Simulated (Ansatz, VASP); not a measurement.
**Pd: VASP beside Ansatz**

Contents of INCAR:

```
PREC = Accurate
ENCUT = 500
EDIFF = 1E-6
ISMEAR = 0
SIGMA = 0.1
LREAL = False
LASPH = True
NELM = 120
ALGO = Normal
ISIF = 2
LWAVE = False
LCHARG = False
GGA = PE
IVDW = 12
NBANDS = 11
GGA_COMPAT = False
```

Contents of KPOINTS:

```
regular mesh
0
Gamma
  8 8 8
```

Contents of POSCAR:

```
Pd
1.0
    0.0000000000      1.9465000000      1.9465000000
    1.9465000000      0.0000000000      1.9465000000
    1.9465000000      1.9465000000      0.0000000000
Pd
1
Direct
    0.0000000000      0.0000000000      0.0000000000
```

Input for Ansatz:

```yaml
crystal:
  lattice:
    - [0.0, 1.9465, 1.9465]
    - [1.9465, 0.0, 1.9465]
    - [1.9465, 1.9465, 0.0]
  atoms:
    - { symbol: Pd, position: [0.0, 0.0, 0.0] }
basis:
  ecutwfc: 420
kpoints:
  mp_grid: { grid: [8, 8, 8] }
hamiltonian:
  xc: pbe
  dispersion: d3bj
scf:
  occupations: { method: gaussian, width: 0.1 }
output:
  forces: true
  stress: true
  eigenvalues: true
```

Alike in both runs: task single point; functional PBE; dispersion D3(BJ); k mesh 8 × 8 × 8; occupations gaussian, width 0.1 eV; no spin polarisation.

```csv
,VASP,Ansatz
version,VASP 6.6.1,Ansatz 0.2.0
potentials or method,"VASP PAW PBE potentials, release 64 (Pd), cutoff 500 eV","scalar-relativistic, plane waves, PAW"
valence electrons in the cell,10,18
```

Ansatz gave:

```
gap on the k mesh at the Fermi level (eV) : none
pressure (GPa)                            : 0.4
```

Problem. Which values does VASP return?

Solution. gap on the k mesh at the Fermi level (eV): none; pressure (GPa): 0.1.

A gap of «none» marks a metal or a gap that the smearing closes. VASP's potentials hold 10 valence electrons a cell and Ansatz's 18, so a difference there can come from the potentials and not from the codes.
